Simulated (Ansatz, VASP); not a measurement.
Two plane-wave programs on Nb2Te6Mo

```
Nb Te Mo
1.0
     3.63102    0.00000    0.00000
    -1.81551    3.14456    0.00000
     0.00000    0.00000   22.70562
Nb Te Mo
2 6 1
Direct
  0.00000 0.00000 0.83704
  0.00000 0.00000 0.16296
  0.66667 0.33333 0.08101
  0.66667 0.33333 0.42067
  0.66667 0.33333 0.75456
  0.33333 0.66667 0.91899
  0.33333 0.66667 0.24544
  0.33333 0.66667 0.57933
  0.00000 0.00000 0.50000
```

Alike in both runs: functional PBE; k mesh 12 × 12 × 2; occupations gaussian, width 0.1 eV; no spin polarisation.

Ansatz relaxed the structure, and its values are those at the end. VASP's run is a single point on that final structure, the one shown.

|  | VASP | Ansatz |
| --- | --- | --- |
| version | VASP 6.6.1 | Ansatz 0.2.0 |
| potentials or method | VASP PAW PBE potentials, release 64 (Nb_sv, Te, Mo_sv), cutoff 520 eV | scalar-relativistic, plane waves, PAW |
| valence electrons in the cell | 76 | 136 |

|  | VASP | Ansatz | Ansatz less VASP |
| --- | --- | --- | --- |
| gap on the k mesh at the Fermi level (eV) | none | none | - |
| pressure (GPa) | -0.1 | 0.0 | +0.07 |
| rms of the force components (eV/Å) | 0.004 | 0.001 | -0.0034 |

A gap of «none» marks a metal or a gap that the smearing closes. With one functional, cell and mesh, what is left measures potentials, basis and numerics. VASP's potentials hold 76 valence electrons a cell and Ansatz's 136, so a difference there can come from the potentials and not from the codes.

Spin-orbit coupling is off throughout.
